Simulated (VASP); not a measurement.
# NbP (I4_1md) in VASP: settings compared

Aim: see how the results for NbP move with the level of theory and the settings. Levels: PBE, LDA, PBEsol, revPBE+D4. Tasks: single point.

Program: VASP 6.6.1. These are calculated values, not measurements. Logs are shortened: lines on timing, memory, paths and dates and some standing lists are left out, and cuts for length are marked.

## 1. The cell of the first run

Symmetry: I4_1md, No. 109, tetragonal system. The conventional cell has a = 3.350 Å, b = 3.350 Å, c = 11.480 Å, α = 90.00°, β = 90.00°, γ = 90.00°. Within 3.4 Å of Nb (site symmetry 2mm) lie 6 P at 2.55 Å and 8 Nb at 3.32 to 3.35 Å. P (site symmetry 2mm) has 6 Nb at 2.55 Å and 8 P at 3.32 to 3.35 Å within 3.4 Å.

## 2. Single point, PBE

File INCAR:

```
SYSTEM = NbP
  PREC = Accurate
  ENCUT = 520
  EDIFF = 1E-7
  ISMEAR = 0
  SIGMA = 0.011
  LREAL = .False.
  LASPH = .True.
  NELM = 60
  ALGO = Normal
  ISIF = 2
  LWAVE = .False.
  LCHARG = .False.
  GGA = PE
  NBANDS = 26
```

File KPOINTS:

```
regular mesh
0
Gamma
  11 11 11
  0 0 0
```

File POSCAR:

```
NbP
1.0
   -1.6749232544      1.6749232544      5.7401081759
    1.6749232544     -1.6749232544      5.7401081759
    1.6749232544      1.6749232544     -5.7401081759
Nb P
2 2
Direct
    0.2498808000      0.7498808000      0.5000000000
    0.4998808000      0.4998808000      0.0000000000
    0.8327477700      0.3327477700      0.5000000000
    0.0827477700      0.0827477700      0.0000000000
```

Potentials or basis: VASP PAW PBE potentials, release 64 (Nb_sv, P).

Run with:

```bash
$ cat potpaw_PBE.64/Nb_sv/POTCAR potpaw_PBE.64/P/POTCAR > POTCAR
$ mpirun -np 1 vasp_std > vasp.out
```

OUTCAR:

```text
SYSTEM = NbP
   PREC = Accurate
   ENCUT = 520
   EDIFF = 1E-7
   ISMEAR = 0
   LREAL = .False.
   LASPH = .True.
   NELM = 60
   ISIF = 2
   GGA = PE

 ion  position               nearest neighbor table
   1  0.250  0.750  0.500-   4 2.55   4 2.55   3 2.55   3 2.55   3 2.55   3 2.55
   2  0.500  0.500  0.000-   3 2.55   3 2.55   4 2.55   4 2.55   4 2.55   4 2.55
   3  0.833  0.333  0.500-   2 2.55   2 2.55   1 2.55   1 2.55   1 2.55   1 2.55
   4  0.083  0.083  0.000-   1 2.55   1 2.55   2 2.55   2 2.55   2 2.55   2 2.55

  LATTYP: Found a body centered tetragonal cell.
 ALAT       =     3.3498465088
 C/A-ratio  =     3.4270872775

  Lattice vectors:

 A1 = (  -1.6749232544,   1.6749232544,   5.7401081759)
 A2 = (   1.6749232544,  -1.6749232544,   5.7401081759)
 A3 = (   1.6749232544,   1.6749232544,  -5.7401081759)

Analysis of symmetry for initial positions (statically):
=====================================================================
 Subroutine PRICEL returns:
 Original cell was already a primitive cell.

 Routine SETGRP: Setting up the symmetry group for a
 body centered tetragonal supercell.

 Subroutine GETGRP returns: Found  8 space group operations
 (whereof  4 operations were pure point group operations)
 out of a pool of 16 trial point group operations.

The static configuration has the point symmetry C_2v.
 The point group associated with its full space group is C_4v.

Analysis of symmetry for dynamics (positions and initial velocities):
=====================================================================
 Subroutine PRICEL returns:
 Original cell was already a primitive cell.

 Routine SETGRP: Setting up the symmetry group for a
 body centered tetragonal supercell.

 Subroutine GETGRP returns: Found  8 space group operations
 (whereof  4 operations were pure point group operations)
 out of a pool of 16 trial point group operations.

The dynamic configuration has the point symmetry C_2v.
 The point group associated with its full space group is C_4v.

 Subroutine INISYM returns: Found  8 space group operations
 (whereof  4 operations are pure point group operations),
 and found     1 'primitive' translations

----------------------------------------------------------------------------------------

                                     Primitive cell

  volume of cell :      64.4125

  direct lattice vectors                    reciprocal lattice vectors
    -1.674923254  1.674923254  5.740108176     0.000000000  0.298521140  0.087106372
     1.674923254 -1.674923254  5.740108176     0.298521140  0.000000000  0.087106372
     1.674923254  1.674923254 -5.740108176     0.298521140  0.298521140  0.000000000

  length of vectors
     6.209635874  6.209635874  6.209635874     0.310970081  0.310970081  0.422172645

  position of ions in fractional coordinates (direct lattice)
     0.249880800  0.749880800  0.500000000
     0.499880800  0.499880800  0.000000000
     0.832747770  0.332747770  0.500000000
     0.082747770  0.082747770  0.000000000

  ion indices of the primitive-cell ions
   primitive index   ion index
                 1           1
                 2           2
                 3           3
                 4           4

----------------------------------------------------------------------------------------

 KPOINTS: regular mesh

Automatic generation of k-mesh.
 Grid dimensions read from file:
 generate k-points for:   11   11   11

 Generating k-lattice:

  Cartesian coordinates                     Fractional coordinates (reciprocal lattice)
     0.000000000  0.027138285  0.007918761     0.090909091  0.000000000 -0.000000000
     0.027138285  0.000000000  0.007918761     0.000000000  0.090909091 -0.000000000
     0.027138285  0.027138285  0.000000000     0.000000000  0.000000000  0.090909091

  Length of vectors
     0.028270007  0.028270007  0.038379331

  Shift w.r.t. Gamma in fractional coordinates (k-lattice)
     0.000000000  0.000000000  0.000000000

 Subroutine IBZKPT returns following result:
 ===========================================

 Found    126 irreducible k-points:

 Following reciprocal coordinates:
            Coordinates               Weight
  0.000000  0.000000  0.000000      1.000000
  0.090909  0.000000 -0.000000      8.000000
  0.181818 -0.000000  0.000000      8.000000
  0.272727 -0.000000  0.000000      8.000000
  0.363636 -0.000000  0.000000      8.000000
  0.454545  0.000000  0.000000      8.000000
[... 16 lines left out ...]
 -0.272727  0.181818  0.000000     16.000000
 -0.181818  0.181818  0.000000      4.000000
 [... further k-points ...]
   k-points           NKPTS =    126   k-points in BZ     NKDIM =    126   number of bands    NBANDS=     26
   number of dos      NEDOS =    301   number of ions     NIONS =      4
   total plane-waves  NPLWV = 110592
   dimension x,y,z NGX =    48 NGY =   48 NGZ =   48
   dimension x,y,z NGXF=    96 NGYF=   96 NGZF=   96
   ions per type =               2   2
   NGX,Y,Z   is equivalent  to a cutoff of  12.85, 12.85, 12.85 a.u.
   NGXF,Y,Z  is equivalent  to a cutoff of  25.70, 25.70, 25.70 a.u.
 SYSTEM =  NbP
   PREC   = accura    normal or accurate (medium, high low for compatibility)
   ISTART =      0    job   : 0-new  1-cont  2-samecut
   ICHARG =      2    charge: 1-file 2-atom 10-const
   ISPIN  =      1    spin polarized calculation?
   LNONCOLLINEAR =      F non collinear calculations
   LSORBIT =      F    spin-orbit coupling
   LASPH  =      T    aspherical Exc in radial PAW
   ENCUT  =  520.0 eV  38.22 Ry    6.18 a.u.  11.55 11.55 11.55*2*pi/ulx,y,z
   NELM   =     60;   NELMIN=  2; NELMDL= -5     # of ELM steps
   EDIFF  = 0.1E-06   stopping-criterion for ELM
   LREAL  =      F    real-space projection
   EDIFFG = 0.1E-05   stopping-criterion for IOM
   NSW    =      0    number of steps for IOM
   IBRION =     -1    ionic relax: 0-MD 1-quasi-New 2-CG
   NFREE  =      0    steps in history (QN), initial steepest desc. (CG)
   ISIF   =      2    stress and relaxation
   ISYM   =      2    0-nonsym 1-usesym 2-fastsym
   POTIM  = 0.5000    time-step for ionic-motion
   TEBEG  =    0.0;   TEEND  =   0.0 temperature during run
   PSTRESS=    0.0 pullay stress
   NELECT =      36.0000    total number of electrons
   NUPDOWN=      -1.0000    fix difference up-down
   EMIN   =  10.00;   EMAX   =-10.00  energy-range for DOS
   EFERMI =   0.00;   METHOD = LEGACY
   ISMEAR =     0;   SIGMA  =   0.01  broadening in eV -4-tet -1-fermi 0-gaus
   EFERMI_NEDOS =   21; number of points for ismear=-14 and -15
   IALGO  =     38    algorithm
   IMIX   =      4    mixing-type and parameters
     AMIX     =   0.40;   BMIX     =  1.00
     AMIX_MAG =   1.60;   BMIX_MAG =  1.00
  volume/ion in A,a.u.               =      16.10       108.67
  Fermi-wavevector in a.u.,A,eV,Ry     =   1.348504  2.548304 24.741706  1.818464
  Thomas-Fermi vector in A             =   2.476168
   LORBIT       =      0    0 simple, 1 ext, 2 COOP (PROOUT), +10 PAW based schemes
   GGA     = PE    functional components
   LHFCALC =     F    Hartree Fock is set to
   AEXX    =    0.0000 exact exchange contribution
   IVDW    =     0    specifies the selected vdW correction
   LEPSILON=     F    determine dielectric tensor
   LRPA    =     F    only Hartree local field effects (RPA)
 non-spin polarized calculation
 Gauss-broadening in eV      SIGMA  =   0.01
  energy-cutoff  :      520.00
  volume of cell :       64.41
 maximum number of plane-waves:      1751
 NGX is ok and might be reduce to    48
   NGX = 23   NGY = 23   NGZ = 23

 number of electron      35.9999999 magnetization

 Free energy of the ion-electron system (eV)
  ---------------------------------------------------
  ext. energy  EPLUGINS =         0.00000000
  ---------------------------------------------------
  free energy    TOTEN  =       -35.31318457 eV

  energy without entropy =      -35.31309122  energy(sigma->0) =      -35.31313790

 E-fermi :  10.5506     XC(G=0): -11.9883

 val. band max:       10.5497179806   @ k =  -0.1818  -0.4545   0.1818
 cond. band min:      10.5831517162   @ k =  -0.0909  -0.4545   0.0909
 fundamental gap:      0.0334337356
 Fermi energy:        10.5505767292

 k-point     1 :       0.0000    0.0000    0.0000
  band No.  band energies     occupation
      1     -44.3921      2.00000
      2     -44.3553      2.00000
      3     -20.6517      2.00000
      4     -20.4526      2.00000
      5     -20.4526      2.00000
      6     -20.3103      2.00000
[... 18 lines left out ...]
     25      14.6247      0.00000
     26      14.6248      0.00000

 k-point     2 :       0.0909    0.0000   -0.0000
  band No.  band energies     occupation
      1     -44.3902      2.00000
      2     -44.3545      2.00000
      3     -20.6443      2.00000
      4     -20.4743      2.00000
      5     -20.4508      2.00000
      6     -20.3322      2.00000
[... 18 lines left out ...]
     25      14.6435      0.00000
     26      15.0132      0.00000

 k-point     3 :       0.1818   -0.0000    0.0000
  band No.  band energies     occupation
      1     -44.3849      2.00000
      2     -44.3526      2.00000
      3     -20.6271      2.00000
      4     -20.5288      2.00000
      5     -20.4461      2.00000
      6     -20.3862      2.00000
[... 18 lines left out ...]
     25      15.0498      0.00000
     26      15.8352      0.00000

 k-point     4 :       0.2727   -0.0000    0.0000
  band No.  band energies     occupation
      1     -44.3777      2.00000
      2     -44.3502      2.00000
      3     -20.6386      2.00000
      4     -20.5655      2.00000
      5     -20.4501      2.00000
      6     -20.4400      2.00000
[... 18 lines left out ...]
     25      15.2780      0.00000
     26      16.5715      0.00000
[... 496 lines left out ...]
      1     -44.3656      2.00000
      2     -44.3438      2.00000
      3     -20.6839      2.00000
      4     -20.5573      2.00000
      5     -20.5079      2.00000
      6     -20.4815      2.00000
[... 18 lines left out ...]
     25      15.1543      0.00000
     26      16.7675      0.00000

 k-point    23 :      -0.2727    0.1818    0.0000
  band No.  band energies     occupation
      1     -44.3725      2.00000
      2     -44.3456      2.00000
      3     -20.6267      2.00000
      4     -20.5642      2.00000
      5     -20.5068      2.00000
      6     -20.4439      2.00000
[... 18 lines left out ...]
     25      15.2158      0.00000
     26      16.3413      0.00000

 k-point    24 :      -0.1818    0.1818    0.0000
  band No.  band energies     occupation
      1     -44.3791      2.00000
      2     -44.3484      2.00000
      3     -20.6152      2.00000
      4     -20.5322      2.00000
      5     -20.5079      2.00000
      6     -20.3856      2.00000
[... 18 lines left out ...]
     25      14.7250      0.00000
     26      15.9396      0.00000

 [... further k-points ...]

------------------------ aborting loop because EDIFF is reached ----------------------------------------

  FORCE on cell =-STRESS in cart. coord.  units (eV):
  Direction    XX          YY          ZZ          XY          YZ          ZX
  --------------------------------------------------------------------------------------
  -------------------------------------------------------------------------------------
  Total       -0.5314238     -0.5314238     -0.6937074      0.0000000      0.0000000      0.0000000
  in kB      -13.2184850    -13.2184850    -17.2550821      0.0000000      0.0000000      0.0000000
  external PRESSURE =     -14.5640173 kB  Pullay stress =       0.0000000 kB

 VOLUME and BASIS-vectors are now :
 -----------------------------------------------------------------------------
  energy-cutoff  :      520.00
  volume of cell :       64.41
      direct lattice vectors                 reciprocal lattice vectors
    -1.674923254  1.674923254  5.740108176     0.000000000  0.298521140  0.087106372
     1.674923254 -1.674923254  5.740108176     0.298521140  0.000000000  0.087106372
     1.674923254  1.674923254 -5.740108176     0.298521140  0.298521140  0.000000000

 POSITION                                       TOTAL-FORCE (eV/Angst)
 -----------------------------------------------------------------------------------
      1.67492      0.00000      2.86869        -0.000000     -0.000000      0.018436
      0.00000      0.00000      5.73874        -0.000000     -0.000000      0.018436
      0.00000      1.67492      3.82002         0.000000      0.000000     -0.018436
      0.00000      0.00000      0.94996         0.000000      0.000000     -0.018436
 -----------------------------------------------------------------------------------
    total drift:                               -0.000000     -0.000000      0.000151

  FREE ENERGIE OF THE ION-ELECTRON SYSTEM (eV)
  ---------------------------------------------------
  free  energy   TOTEN  =       -35.3131845744 eV

  energy  without entropy=      -35.3130912163  energy(sigma->0) =      -35.31313790
```

Wall time 8.2 min (1 thread of Intel Xeon Platinum 8488C (Sapphire Rapids), shared host); peak memory 0.43 GiB.

What came out:

| Item | Value |
| --- | --- |
| Free energy | -35.3132 eV |
| Pressure | -1.5 GPa |
| Largest force | 0.018 eV/Å |
| Band gap on the k mesh | zero (filled and empty bands touch) |

Forces on the atoms (eV/Å):
```
Nb   0.000  0.000  0.018
Nb   0.000  0.000  0.018
P    0.000  0.000 -0.018
P    0.000  0.000 -0.018
```

Levels at points of the mesh, in eV from the Fermi level:
| k point | band 15 | band 16 | band 17 | band 18 | band 19 | band 20 | band 21 | band 22 |
| --- | --- | --- | --- | --- | --- | --- | --- | --- |
| (0.00, 0.00, 0.00) | -2.11 | -1.70 | -1.35 | -1.35 | 0.84 | 1.60 | 2.65 | 3.14 |

## 3. Single point, LDA

This run uses another cell than the first one, of 15.32 Å³/atom, 0.952 times its volume.

File INCAR:

```
PREC     = Accurate       # precision mode
ENCUT    = 520            # plane-wave cutoff, eV
EDIFF    = 1E-6           # SCF threshold, eV
ISMEAR   = -1             # smearing method
SIGMA    = 0.05           # smearing width, eV
LREAL    = False          # projectors in reciprocal space
LASPH    = True           # aspherical terms in the spheres
NELM     = 80             # most SCF steps
ALGO     = Normal         # electronic algorithm
ISIF     = 2              # what is computed and relaxed
LWAVE    = False          # write WAVECAR
LCHARG   = False          # write CHGCAR
GGA      = CA             # functional
NBANDS   = 26             # bands
```

File KPOINTS:

```
regular mesh
0
Gamma
  11 11 11
```

File POSCAR:

```
NbP
1.0
   -1.6517373903      1.6517373903      5.6161707574
    1.6517373903     -1.6517373903      5.6161707574
    1.6517373903      1.6517373903     -5.6161707574
Nb P
2 2
Direct
    0.2502002243      0.7502002243      0.5000000000
    0.5002002243      0.5002002243      0.0000000000
    0.8324283457      0.3324283457      0.5000000000
    0.0824283457      0.0824283457      0.0000000000
```

Potentials or basis: VASP PAW LDA potentials, release 64 (Nb_sv, P).

Run with:

```bash
$ cat potpaw_LDA.64/Nb_sv/POTCAR potpaw_LDA.64/P/POTCAR > POTCAR
$ mpirun -np 1 vasp_std > vasp.out
```

OUTCAR:

```text
PREC = Accurate
   ENCUT = 520
   EDIFF = 1E-6
   ISMEAR = -1
   LREAL = False
   LASPH = True
   NELM = 80
   ISIF = 2
   GGA = CA

 ion  position               nearest neighbor table
   1  0.250  0.750  0.500-   4 2.51   4 2.51   3 2.51   3 2.51   3 2.51   3 2.51
   2  0.500  0.500  0.000-   3 2.51   3 2.51   4 2.51   4 2.51   4 2.51   4 2.51
   3  0.832  0.332  0.500-   2 2.51   2 2.51   1 2.51   1 2.51   1 2.51   1 2.51
   4  0.082  0.082  0.000-   1 2.51   1 2.51   2 2.51   2 2.51   2 2.51   2 2.51

  LATTYP: Found a body centered tetragonal cell.
[... 898 lines left out ...]
  --------------------------------------------------------------------------------------
  -------------------------------------------------------------------------------------
  Total       -0.0603338     -0.0603338     -0.0642403      0.0000000      0.0000000      0.0000000
  in kB       -1.5772069     -1.5772069     -1.6793285      0.0000000      0.0000000      0.0000000
  external PRESSURE =      -1.6112474 kB  Pullay stress =       0.0000000 kB

 VOLUME and BASIS-vectors are now :
 -----------------------------------------------------------------------------
  energy-cutoff  :      520.00
  volume of cell :       61.29
      direct lattice vectors                 reciprocal lattice vectors
    -1.651737390  1.651737390  5.616170757     0.000000000  0.302711559  0.089028632
     1.651737390 -1.651737390  5.616170757     0.302711559  0.000000000  0.089028632
     1.651737390  1.651737390 -5.616170757     0.302711559  0.302711559  0.000000000

 POSITION                                       TOTAL-FORCE (eV/Angst)
 -----------------------------------------------------------------------------------
      1.65174      0.00000      2.81033         0.000000      0.000000      0.000311
      0.00000      0.00000      5.61842         0.000000      0.000000      0.000311
      0.00000      1.65174      3.73395        -0.000000      0.000000     -0.000311
      0.00000      0.00000      0.92586         0.000000     -0.000000     -0.000311
 -----------------------------------------------------------------------------------
    total drift:                                0.000000      0.000000     -0.000034

  FREE ENERGIE OF THE ION-ELECTRON SYSTEM (eV)
  ---------------------------------------------------
  free  energy   TOTEN  =       -39.0346362349 eV

  energy  without entropy=      -39.0292966456  energy(sigma->0) =      -39.03196644
```

Wall time 8.4 min (1 thread of Intel Xeon Platinum 8488C (Sapphire Rapids), shared host); peak memory 0.36 GiB.

What came out:

```
Free energy            : -39.0346 eV
Pressure               : -0.2 GPa
Band gap on the k mesh : 0.04 eV, indirect (least direct gap 0.10 eV)
```

Levels at points of the mesh, in eV from the valence-band top:
```tsv
k point	band 15	band 16	band 17	band 18	band 19	band 20	band 21	band 22
(0.00, 0.00, 0.00)	-2.26	-1.78	-1.36	-1.36	0.83	1.69	2.85	3.32
```

A k mesh can miss the band edges.

## 4. Single point, PBEsol

This run uses another cell than the first one, of 15.56 Å³/atom, 0.966 times its volume.

INCAR: that of step 3 with these lines changed.

```diff
@@ -11,4 +11,6 @@
 LWAVE    = False          # write WAVECAR
-LCHARG   = False          # write CHGCAR
-GGA      = CA             # functional
+LCHARG   = True           # write CHGCAR
+GGA      = PS             # functional
+LELF     = True           # ELF
+LVHAR    = True         
 NBANDS   = 26             # bands
```

KPOINTS is that of step 3.

File POSCAR:

```
NbP
1.0
   -1.6601706076      1.6601706076      5.6457539200
    1.6601706076     -1.6601706076      5.6457539200
    1.6601706076      1.6601706076     -5.6457539200
Nb P
2 2
Direct
    0.2501919082      0.7501919082      0.5000000000
    0.5001919082      0.5001919082      0.0000000000
    0.8324366618      0.3324366618      0.5000000000
    0.0824366618      0.0824366618      0.0000000000
```

Potentials or basis: VASP PAW PBE potentials, release 64 (Nb_sv, P).

Run with:

```bash
$ cat potpaw_PBE.64/Nb_sv/POTCAR potpaw_PBE.64/P/POTCAR > POTCAR
$ mpirun -np 1 vasp_std > vasp.out
```

It took 6.2 min on 1 thread of Intel Xeon Platinum 8488C (Sapphire Rapids), shared host; peak memory 0.42 GiB.

It converged, with:

- Free energy: -37.8377 eV
- Pressure: -0.2 GPa
- Band gap on the k mesh: 0.06 eV, indirect (least direct gap 0.08 eV)

Forces on the atoms (eV/Å):
```
Nb   0.000  0.000 -0.003
Nb   0.000  0.000 -0.003
P    0.000  0.000  0.003
P    0.000  0.000  0.003
```

Levels at points of the mesh, in eV from the valence-band top:
| k point | band 15 | band 16 | band 17 | band 18 | band 19 | band 20 | band 21 | band 22 |
| --- | --- | --- | --- | --- | --- | --- | --- | --- |
| (0.00, 0.00, 0.00) | -2.22 | -1.74 | -1.35 | -1.35 | 0.84 | 1.68 | 2.81 | 3.28 |

Caveat: the PAW data sets were made with another functional, which shifts forces and pressure a little.

(Continued in part 2 of 2.)
